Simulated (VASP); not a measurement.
# Yb3InC: single point with PBE

Yb3InC:

```
Yb In C
1.0
     5.09678    0.00000    0.00000
     0.00000    5.09678    0.00000
     0.00000    0.00000    5.09678
Yb In C
3 1 1
Direct
  0.00000 0.50000 0.50000
  0.50000 0.50000 0.00000
  0.50000 0.00000 0.50000
  0.00000 0.00000 0.00000
  0.50000 0.50000 0.50000
```

```yaml
Program: VASP 6.6.1
Task: single point
Functional: PBE
Potentials_or_basis: VASP PAW PBE potentials, release 64 (Yb, In_d, C)
Cutoff: 520 eV
k_mesh: 5 × 5 × 5
Occupations: fermi-dirac, width 0.05 eV
Spin: collinear spin, ferromagnetic start
Starting_moments: "[1.0, 1.0, 1.0, 0.0, 0.0] μB"
```

The pressure is -5.0 GPa. The net moment is 0.31 μB per cell and the site moments are Yb +0.07; In +0.01; C +0.02 μB. The valence electrons inside the program's atomic spheres are Yb 22.07; In 11.36; C 2.24.

Levels at points of the mesh, in eV from the Fermi level:
Spin up:
```csv
k point,band 42,band 43,band 44,band 45,band 46,band 47
"(0.00, 0.00, 0.00)",0.03,0.03,0.12,0.12,1.19,1.19
```
Spin down:
```
           k point  band 41  band 42  band 43  band 44  band 45  band 46  band 47  band 48
(0.00, 0.00, 0.00)     0.08     0.08     0.08     0.14     0.14     1.21     1.21     1.21
```

Run time: 12 min on 1 thread of Intel(R) Xeon(R) Platinum 8488C (Sapphire Rapids), on a shared host, peak memory 0.35 GiB.

Caveat: the cell stands under tension; spin-orbit coupling is left out, which moves the levels of the heavy elements. The state reached can hang on the start; a lower one may exist.
